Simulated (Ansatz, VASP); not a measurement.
# CdTe in VASP and in Ansatz

```
CELL_PARAMETERS angstrom
3.76108 0.00000 0.00000
0.00000 3.76108 0.00000
0.00000 0.00000 3.76108
ATOMIC_POSITIONS crystal
Cd 0.00000 0.00000 0.00000
Te 0.50000 0.50000 0.50000
```

Alike in both runs: task single point; functional r2SCAN; k mesh 6 × 6 × 6; occupations fermi-dirac, width 0.02 eV; no spin polarisation.

|  | VASP | Ansatz |
| --- | --- | --- |
| version | VASP 6.6.1 | Ansatz 0.2.0 |
| potentials or method | VASP PAW PBE potentials, release 64 (Cd, Te) | plane waves, PAW |
| plane-wave cutoff (eV) | 520 | 500 |
| valence electrons in the cell | 18 | 36 |

|  | VASP | Ansatz | Ansatz less VASP |
| --- | --- | --- | --- |
| pressure (GPa) | 0.2 | 0.0 | -0.17 |

VASP's potentials were made for PBE, not for r2SCAN. VASP's potentials hold 18 valence electrons a cell and Ansatz's 36, so a difference there can come from the potentials and not from the codes.

Neither program's run includes spin-orbit coupling.
